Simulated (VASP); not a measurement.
Here is a VASP 6.6.1 calculation.

File INCAR:

```
SYSTEM = Ti
ALGO     = Fast           ! electronic algorithm
EDIFF    = 1E-6           ! SCF threshold, eV
ENCUT    = 520            ! plane-wave cutoff, eV
GGA      = PS             ! functional
ISIF     = 2              ! what is computed and relaxed
ISMEAR   = 0              ! smearing method
LASPH    = .TRUE.         ! aspherical terms in the spheres
LCHARG   = .TRUE.         ! write CHGCAR
LELF     = .TRUE.         ! ELF
LREAL    = .FALSE.        ! projectors in reciprocal space
LVHAR    = .TRUE.       
LWAVE    = .FALSE.        ! write WAVECAR
NBANDS   = 25             ! bands
NELM     = 60             ! most SCF steps
PREC     = Accurate       ! precision mode
SIGMA    = 0.15           ! smearing width, eV
```

Contents of KPOINTS:

```
k-points
0
G
  12 12 14
  0 0 0
```

The input POSCAR:

```
Ti
1.0
    4.4066000000      0.0000000000      0.0000000000
   -2.2033000000      3.8162275443      0.0000000000
    0.0000000000      0.0000000000      2.9326000000
Ti
3
Direct
    0.0000000000      0.0000000000      0.0000000000
    0.3333333333      0.6666666667      0.5000000000
    0.6666666667      0.3333333333      0.5000000000
```

Potentials or basis: VASP PAW PBE potentials, release 64 (Ti_sv).

The run is started by

```sh
$ cat potpaw_PBE.64/Ti_sv/POTCAR > POTCAR
$ mpirun -np 1 vasp_std > vasp.out
```

Question: Estimate the pressure.

Answer: -0.2 GPa.

Question: Predict the band gap on the k mesh.

Answer: Zero (bands 18 and 19 overlap by 0.56 eV).

Stress tensor (GPa, compression positive):
```
 4.00  0.00  0.00
 0.00  4.00  0.00
 0.00  0.00 -8.60
```

Caveat: the stress differs along the axes, from -9 to 4 GPa; the PAW data sets were made with another functional, which shifts forces and pressure a little.
